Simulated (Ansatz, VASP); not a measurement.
## Si3N4: VASP beside Ansatz

```
CELL_PARAMETERS angstrom
0.00000 3.84391 3.84391
3.84391 0.00000 3.84391
3.84391 3.84391 0.00000
ATOMIC_POSITIONS crystal
Si 0.62500 0.62500 0.12500
Si 0.62500 0.12500 0.62500
Si 0.12500 0.62500 0.62500
Si 0.62500 0.62500 0.62500
Si 0.25000 0.25000 0.25000
Si 0.00000 0.00000 0.00000
N 0.86757 0.86757 0.86757
N 0.85272 0.38243 0.38243
N 0.38243 0.38243 0.85272
N 0.38243 0.85272 0.38243
N 0.86757 0.86757 0.39728
N 0.86757 0.39728 0.86757
N 0.38243 0.38243 0.38243
N 0.39728 0.86757 0.86757
```

Alike in both runs: functional LDA; k mesh 4 × 4 × 4; occupations gaussian, width 0.1 eV; no spin polarisation.

Ansatz relaxed the structure, and its values are those at the end. VASP's run is a single point on that final structure, the one shown.

|  | VASP | Ansatz |
| --- | --- | --- |
| version | VASP 6.6.1 | Ansatz 0.2.0 |
| potentials or method | VASP PAW LDA potentials, release 64 (Si, N), cutoff 520 eV | scalar-relativistic, plane waves, PAW |
| valence electrons in the cell | 64 | 64 |

Ansatz gave:

```
gap on the k mesh at the Fermi level (eV) : 3.40
least direct gap on the mesh (eV)         : 3.40
pressure (GPa)                            : 0.4
rms of the force components (eV/Å)        : 0.000
```

Q: What did VASP give for the same quantities?

A: gap on the k mesh at the Fermi level (eV): 3.38; least direct gap on the mesh (eV): 3.38; pressure (GPa): 1.1; rms of the force components (eV/Å): 0.007.

Ansatz warns that its potentials were made for another functional, while VASP's fit it. LDA's correlation is that of Perdew and Zunger in VASP and of Perdew and Wang (1992) in Ansatz.
